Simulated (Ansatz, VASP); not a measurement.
Ag in VASP and in Ansatz

```
Ag
1.0
     0.00000    2.04989    2.04989
     2.04989    0.00000    2.04989
     2.04989    2.04989    0.00000
Ag
1
Direct
  0.00000 0.00000 0.00000
```

Change from the starting cell: volume scaled by 1.01, crystal datasets.

Alike in both runs: task electric field gradients; functional PBEsol; k mesh 15 × 15 × 15; occupations fermi-dirac, width 0.03 eV; no spin polarisation.

|  | VASP | Ansatz |
| --- | --- | --- |
| version | VASP 6.6.1 | Ansatz 0.2.0 |
| potentials or method | VASP PAW PBE potentials, release 64 (Ag), cutoff 520 eV | all-electron PAW with datasets made for the crystal, scalar-relativistic |

Ansatz gave:

- pressure (GPa): -3.8

Estimate VASP's values.

pressure (GPa): -3.9.

VASP's potentials were made for PBE, not for PBEsol. Ansatz ran all-electron here, and VASP with PAW potentials.
